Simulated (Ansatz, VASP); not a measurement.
**K: VASP beside Ansatz**

Contents of INCAR:

```
SYSTEM = K
ALGO = Normal
EDIFF = 1E-7
ENCUT = 520
GGA = PE
ISIF = 2
ISMEAR = 0
IVDW = 12
LASPH = .TRUE.
LCHARG = .FALSE.
LREAL = .FALSE.
LWAVE = .FALSE.
NBANDS = 10
NELM = 100
PREC = Accurate
SIGMA = 0.15
```

The input KPOINTS:

```
k-points
0
G
  14 14 14
  0 0 0
```

Contents of POSCAR:

```
K
1.0
   -1.0724026414      2.9491072639      2.9491072639
    2.9491072639     -1.0724026414      2.9491072639
    2.9491072639      2.9491072639     -1.0724026414
K
1
Direct
    0.0000000000      0.0000000000      0.0000000000
```

Input for Ansatz:

```yaml
crystal:
  lattice:
    - [-1.0724026414, 2.9491072639, 2.9491072639]
    - [2.9491072639, -1.0724026414, 2.9491072639]
    - [2.9491072639, 2.9491072639, -1.0724026414]
  atoms:
    - { symbol: K, position: [0.0, 0.0, 0.0] }
basis:
  ecutwfc: 420
kpoints:
  mp_grid: { grid: [14, 14, 14] }
hamiltonian:
  xc: pbe
  dispersion: d3bj
scf:
  occupations: { method: gaussian, width: 0.15 }
output:
  forces: true
  stress: true
  eigenvalues: true
```

Alike in both runs: task single point; functional PBE; dispersion D3(BJ); k mesh 14 × 14 × 14; occupations gaussian, width 0.15 eV; no spin polarisation.

|  | VASP | Ansatz |
| --- | --- | --- |
| version | VASP 6.6.1 | Ansatz 0.2.0 |
| potentials or method | VASP PAW PBE potentials, release 64 (K_sv), cutoff 520 eV | scalar-relativistic, plane waves, PAW |
| valence electrons in the cell | 9 | 9 |

|  | VASP | Ansatz | Ansatz less VASP |
| --- | --- | --- | --- |
| gap on the k mesh at the Fermi level (eV) | none | none | - |
| pressure (GPa) | -0.2 | -0.2 | +0.01 |
| traceless stress, the component that is largest in VASP (GPa) | 0.16 | 0.16 | 0.000 |

A gap of «none» marks a metal or a gap that the smearing closes.
